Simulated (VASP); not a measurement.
# VSi2 (P6_422) in VASP: notebook

The runs below take VSi2 through single point, with PBEsol.

Program: VASP 6.6.1. These are calculated values, not measurements. Logs are shortened: lines on timing, memory, paths and dates and some standing lists are left out, and cuts for length are marked.

### 1 The cell of the first run

Symmetry: P6_422, No. 181, hexagonal system. The conventional cell has a = 4.522 Å, b = 4.522 Å, c = 6.323 Å, α = 90.00°, β = 90.00°, γ = 120.00°. Within 3.3 Å of V (site symmetry 222) lie 10 Si at 2.49 to 2.64 Å and 4 V at 3.09 Å. Within 3.3 Å of Si (site symmetry 2) lie 9 Si at 2.47 to 3.12 Å and 5 V at 2.49 to 2.64 Å.

### 2 Single point, PBEsol

The input, INCAR:

```
  PREC = Accurate
  ENCUT = 520
  EDIFF = 1E-7
  ISMEAR = 0
  SIGMA = 0.1
  LREAL = F
  LASPH = T
  NELM = 80
  ALGO = Normal
  ISIF = 2
  LWAVE = F
  LCHARG = F
  GGA = PS
  NBANDS = 42
```

The input, KPOINTS:

```
Automatic mesh
0
Gamma
  12 12 6
```

The input, POSCAR:

```
VSi2
1.0
    4.5217455222      0.0000000000      0.0000000000
   -2.2608727611      3.9159464917      0.0000000000
    0.0000000000      0.0000000000      6.3228900730
V Si
3 6
Direct
    0.5000000000      0.0000000000      0.0000000000
    0.5000000000      0.5000000000      0.6666666667
    0.0000000000      0.5000000000      0.3333333333
    0.1632516007      0.3265032015      0.0000000000
    0.8367483993      0.1632516007      0.6666666667
    0.6734967985      0.8367483993      0.3333333333
    0.8367483993      0.6734967985      0.0000000000
    0.1632516007      0.8367483993      0.6666666667
    0.3265032015      0.1632516007      0.3333333333
```

Potentials or basis: VASP PAW PBE potentials, release 64 (V_sv, Si).

Run with:

```bash
cat potpaw_PBE.64/V_sv/POTCAR potpaw_PBE.64/Si/POTCAR > POTCAR
mpirun -np 1 vasp_std > vasp.out
```

OUTCAR:

```text
PREC = Accurate
   ENCUT = 520
   EDIFF = 1E-7
   ISMEAR = 0
   LREAL = F
   LASPH = T
   NELM = 80
   ISIF = 2
   GGA = PS

 ion  position               nearest neighbor table
   1  0.500  0.000  0.000-   6 2.49   9 2.49   8 2.49   5 2.49   4 2.60   7 2.60   7 2.60   4 2.60
                             4 2.64   7 2.64
   2  0.500  0.500  0.667-   4 2.49   7 2.49   6 2.49   9 2.49   8 2.60   5 2.60   8 2.60   5 2.60
                             8 2.64   5 2.64
   3  0.000  0.500  0.333-   4 2.49   7 2.49   5 2.49   8 2.49   9 2.60   6 2.60   9 2.60   6 2.60
                             6 2.64   9 2.64
   4  0.163  0.327  0.000-   5 2.47   9 2.47   3 2.49   2 2.49   7 2.56   1 2.60   1 2.60   1 2.64
                             7 2.64   7 2.64   8 3.06   6 3.06   6 3.12   8 3.12
   5  0.837  0.163  0.667-   4 2.47   6 2.47   1 2.49   3 2.49   8 2.56   2 2.60   2 2.60   2 2.64
                             8 2.64   8 2.64   7 3.06   9 3.06   7 3.12   9 3.12
   6  0.673  0.837  0.333-   7 2.47   5 2.47   1 2.49   2 2.49   9 2.56   3 2.60   3 2.60   3 2.64
                             9 2.64   9 2.64   4 3.06   8 3.06   4 3.12   8 3.12
   7  0.837  0.673  0.000-   8 2.47   6 2.47   3 2.49   2 2.49   4 2.56   1 2.60   1 2.60   1 2.64
                             4 2.64   4 2.64   5 3.06   9 3.06   5 3.12   9 3.12
   8  0.163  0.837  0.667-   7 2.47   9 2.47   1 2.49   3 2.49   5 2.56   2 2.60   2 2.60   2 2.64
                             5 2.64   5 2.64   4 3.06   6 3.06   4 3.12   6 3.12
   9  0.327  0.163  0.333-   4 2.47   8 2.47   1 2.49   2 2.49   6 2.56   3 2.60   3 2.60   3 2.64
                             6 2.64   6 2.64   7 3.06   5 3.06   7 3.12   5 3.12

  LATTYP: Found a hexagonal cell.
 ALAT       =     4.5217455222
 C/A-ratio  =     1.3983294818

  Lattice vectors:

 A1 = (   4.5217455222,   0.0000000000,   0.0000000000)
 A2 = (  -2.2608727611,   3.9159464917,   0.0000000000)
 A3 = (   0.0000000000,   0.0000000000,   6.3228900730)

Analysis of symmetry for initial positions (statically):
=====================================================================
 Subroutine PRICEL returns:
 Original cell was already a primitive cell.

 Routine SETGRP: Setting up the symmetry group for a
 hexagonal supercell.

 Subroutine GETGRP returns: Found 12 space group operations
 (whereof  4 operations were pure point group operations)
 out of a pool of 24 trial point group operations.

The static configuration has the point symmetry D_2 .
 The point group associated with its full space group is D_6 .

Analysis of symmetry for dynamics (positions and initial velocities):
=====================================================================
 Subroutine PRICEL returns:
 Original cell was already a primitive cell.

 Routine SETGRP: Setting up the symmetry group for a
 hexagonal supercell.

 Subroutine GETGRP returns: Found 12 space group operations
 (whereof  4 operations were pure point group operations)
 out of a pool of 24 trial point group operations.

The dynamic configuration has the point symmetry D_2 .
 The point group associated with its full space group is D_6 .

 Subroutine INISYM returns: Found 12 space group operations
 (whereof  4 operations are pure point group operations),
 and found     1 'primitive' translations

----------------------------------------------------------------------------------------

                                     Primitive cell

  volume of cell :     111.9589

  direct lattice vectors                    reciprocal lattice vectors
     4.521745522  0.000000000  0.000000000     0.221153534  0.127683052  0.000000000
    -2.260872761  3.915946492  0.000000000     0.000000000  0.255366104  0.000000000
     0.000000000  0.000000000  6.322890073     0.000000000  0.000000000  0.158155525

  length of vectors
     4.521745522  4.521745522  6.322890073     0.255366104  0.255366104  0.158155525

  position of ions in fractional coordinates (direct lattice)
     0.500000000  0.000000000  0.000000000
     0.500000000  0.500000000  0.666666667
     0.000000000  0.500000000  0.333333333
     0.163251601  0.326503202  0.000000000
     0.836748399  0.163251601  0.666666667
     0.673496798  0.836748399  0.333333333
     0.836748399  0.673496798  0.000000000
     0.163251601  0.836748399  0.666666667
     0.326503202  0.163251601  0.333333333

  ion indices of the primitive-cell ions
   primitive index   ion index
                 1           1
                 2           2
                 3           3
                 4           4
                 5           5
                 6           6
                 7           7
                 8           8
                 9           9

----------------------------------------------------------------------------------------

 KPOINTS: Automatic mesh

Automatic generation of k-mesh.
 Grid dimensions read from file:
 generate k-points for:   12   12    6

 Generating k-lattice:

  Cartesian coordinates                     Fractional coordinates (reciprocal lattice)
     0.018429461  0.010640254  0.000000000     0.083333333  0.000000000  0.000000000
     0.000000000  0.021280509  0.000000000     0.000000000  0.083333333  0.000000000
     0.000000000  0.000000000  0.026359254     0.000000000  0.000000000  0.166666667

  Length of vectors
     0.021280509  0.021280509  0.026359254

  Shift w.r.t. Gamma in fractional coordinates (k-lattice)
     0.000000000  0.000000000  0.000000000

 Subroutine IBZKPT returns following result:
 ===========================================

 Found     76 irreducible k-points:

 Following reciprocal coordinates:
            Coordinates               Weight
  0.000000  0.000000  0.000000      1.000000
  0.083333  0.000000  0.000000      6.000000
  0.166667  0.000000  0.000000      6.000000
  0.250000  0.000000  0.000000      6.000000
  0.333333  0.000000  0.000000      6.000000
  0.416667  0.000000  0.000000      6.000000
[... 16 lines left out ...]
  0.250000  0.000000  0.166667     12.000000
  0.333333  0.000000  0.166667     12.000000
 [... further k-points ...]
   k-points           NKPTS =     76   k-points in BZ     NKDIM =     76   number of bands    NBANDS=     42
   number of dos      NEDOS =    301   number of ions     NIONS =      9
   total plane-waves  NPLWV =  62208
   dimension x,y,z NGX =    36 NGY =   36 NGZ =   48
   dimension x,y,z NGXF=    72 NGYF=   72 NGZF=   96
   ions per type =               3   6
   NGX,Y,Z   is equivalent  to a cutoff of  13.24, 13.24, 12.62 a.u.
   NGXF,Y,Z  is equivalent  to a cutoff of  26.47, 26.47, 25.24 a.u.
 SYSTEM =  unknown system
   PREC   = accura    normal or accurate (medium, high low for compatibility)
   ISTART =      0    job   : 0-new  1-cont  2-samecut
   ICHARG =      2    charge: 1-file 2-atom 10-const
   ISPIN  =      1    spin polarized calculation?
   LNONCOLLINEAR =      F non collinear calculations
   LSORBIT =      F    spin-orbit coupling
   LASPH  =      T    aspherical Exc in radial PAW
   ENCUT  =  520.0 eV  38.22 Ry    6.18 a.u.   8.41  8.41 11.76*2*pi/ulx,y,z
   NELM   =     80;   NELMIN=  2; NELMDL= -5     # of ELM steps
   EDIFF  = 0.1E-06   stopping-criterion for ELM
   LREAL  =      F    real-space projection
   EDIFFG = 0.1E-05   stopping-criterion for IOM
   NSW    =      0    number of steps for IOM
   IBRION =     -1    ionic relax: 0-MD 1-quasi-New 2-CG
   NFREE  =      0    steps in history (QN), initial steepest desc. (CG)
   ISIF   =      2    stress and relaxation
   ISYM   =      2    0-nonsym 1-usesym 2-fastsym
   POTIM  = 0.5000    time-step for ionic-motion
   TEBEG  =    0.0;   TEEND  =   0.0 temperature during run
   PSTRESS=    0.0 pullay stress
   NELECT =      63.0000    total number of electrons
   NUPDOWN=      -1.0000    fix difference up-down
   EMIN   =  10.00;   EMAX   =-10.00  energy-range for DOS
   EFERMI =   0.00;   METHOD = LEGACY
   ISMEAR =     0;   SIGMA  =   0.10  broadening in eV -4-tet -1-fermi 0-gaus
   EFERMI_NEDOS =   21; number of points for ismear=-14 and -15
   IALGO  =     38    algorithm
   IMIX   =      4    mixing-type and parameters
     AMIX     =   0.40;   BMIX     =  1.00
     AMIX_MAG =   1.60;   BMIX_MAG =  1.00
  volume/ion in A,a.u.               =      12.44        83.95
  Fermi-wavevector in a.u.,A,eV,Ry     =   1.351561  2.554079 24.853980  1.826716
  Thomas-Fermi vector in A             =   2.478972
   LORBIT       =      0    0 simple, 1 ext, 2 COOP (PROOUT), +10 PAW based schemes
   GGA     = PS    functional components
   LHFCALC =     F    Hartree Fock is set to
   AEXX    =    0.0000 exact exchange contribution
   IVDW    =     0    specifies the selected vdW correction
   LEPSILON=     F    determine dielectric tensor
   LRPA    =     F    only Hartree local field effects (RPA)
 non-spin polarized calculation
 Gauss-broadening in eV      SIGMA  =   0.10
  energy-cutoff  :      520.00
  volume of cell :      111.96
 maximum number of plane-waves:      3077
 NGX is ok and might be reduce to    36
   NGX = 17   NGY = 17   NGZ = 23

 number of electron      63.0000017 magnetization

 Free energy of the ion-electron system (eV)
  ---------------------------------------------------
  ext. energy  EPLUGINS =         0.00000000
  ---------------------------------------------------
  free energy    TOTEN  =       -68.72689832 eV

  energy without entropy =      -68.69425622  energy(sigma->0) =      -68.71057727

 E-fermi :  11.5002     XC(G=0): -12.3927

 val. band max:       11.4973405312   @ k =   0.3333   0.1667   0.5000
 cond. band min:      11.5012673186   @ k =   0.4167   0.1667   0.3333
 fundamental gap:      0.0039267874
 Fermi energy:        11.5002396029

 k-point     1 :       0.0000    0.0000    0.0000
  band No.  band energies     occupation
      1     -52.1575      2.00000
      2     -52.1400      2.00000
      3     -52.1400      2.00000
      4     -26.2503      2.00000
      5     -26.2503      2.00000
      6     -26.2218      2.00000
[... 34 lines left out ...]
     41      14.6940      0.00000
     42      14.8921      0.00000
[... 994 lines left out ...]
      2     -52.1447      2.00000
      3     -52.1392      2.00000
      4     -26.2669      2.00000
      5     -26.2507      2.00000
      6     -26.2018      2.00000
[... 34 lines left out ...]
     41      14.8581      0.00000
     42      15.0985      0.00000

 [... further k-points ...]
[... 5 lines left out ...]
  --------------------------------------------------------------------------------------
  -------------------------------------------------------------------------------------
  Total        0.1770484      0.1770484      0.1931835      0.0000000      0.0000000     -0.0000000
  in kB        2.5336355      2.5336355      2.7645354      0.0000000      0.0000000     -0.0000000
  external PRESSURE =       2.6106022 kB  Pullay stress =       0.0000000 kB

 VOLUME and BASIS-vectors are now :
 -----------------------------------------------------------------------------
  energy-cutoff  :      520.00
  volume of cell :      111.96
      direct lattice vectors                 reciprocal lattice vectors
     4.521745522  0.000000000  0.000000000     0.221153534  0.127683052  0.000000000
    -2.260872761  3.915946492  0.000000000     0.000000000  0.255366104  0.000000000
     0.000000000  0.000000000  6.322890073     0.000000000  0.000000000  0.158155525

 POSITION                                       TOTAL-FORCE (eV/Angst)
 -----------------------------------------------------------------------------------
      2.26087      0.00000      0.00000         0.000000     -0.000000      0.000000
      1.13044      1.95797      4.21526         0.000000     -0.000000     -0.000000
     -1.13044      1.95797      2.10763         0.000000     -0.000000     -0.000000
     -0.00000      1.27857      0.00000         0.000000     -0.001817      0.000000
      3.41447      0.63928      4.21526         0.001574     -0.000909      0.000000
      1.15360      3.27666      2.10763         0.001574      0.000909      0.000000
      2.26087      2.63738      0.00000         0.000000      0.001817      0.000000
     -1.15360      3.27666      4.21526        -0.001574      0.000909      0.000000
      1.10727      0.63928      2.10763        -0.001574     -0.000909      0.000000
 -----------------------------------------------------------------------------------
    total drift:                                0.000000     -0.000000     -0.000001

  FREE ENERGIE OF THE ION-ELECTRON SYSTEM (eV)
  ---------------------------------------------------
  free  energy   TOTEN  =       -68.7268983213 eV

  energy  without entropy=      -68.6942562192  energy(sigma->0) =      -68.71057727
```

Wall time 3.1 min (1 thread of Intel Xeon 6975P-C (Granite Rapids), shared host); peak memory 0.41 GiB.

Results:

| Quantity | Value |
| --- | --- |
| Free energy | -68.7269 eV |
| Pressure | 0.3 GPa |

Caveat: the PAW data sets were made with another functional, which shifts forces and pressure a little.

[end of part 1 of 2]
